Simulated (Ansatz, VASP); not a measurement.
## PbS in VASP and in Ansatz

```
Pb S
1.0
     0.00000    3.30098    3.30098
     3.30098    0.00000    3.30098
     3.30098    3.30098    0.00000
Pb S
1 1
Direct
  0.00000 0.00000 0.00000
  0.25000 0.25000 0.25000
```

Alike in both runs: task single point; functional PBE-based screened hybrid; k mesh 4 × 4 × 4; no spin polarisation.

|  | VASP | Ansatz |
| --- | --- | --- |
| version | VASP 6.6.1 | Ansatz 0.2.0 |
| potentials or method | VASP PAW PBE potentials, release 64 (Pb_d, S) | plane waves |
| plane-wave cutoff (eV) | 520 | 420 |
| occupations | gaussian, width 0.01 eV | fixed |
| valence electrons in the cell | 20 | 20 |

|  | VASP | Ansatz | Ansatz less VASP |
| --- | --- | --- | --- |
| gap on the k mesh at the Fermi level (eV) | 1.52 | 1.52 | +0.001 |
| pressure (GPa) | -0.4 | -0.4 | +0.07 |

VASP's potentials were made for PBE, not for PBE-based screened hybrid. Ansatz's warnings: stress exchange threshold loose, stress scf threshold loose.

Neither program's run includes spin-orbit coupling.
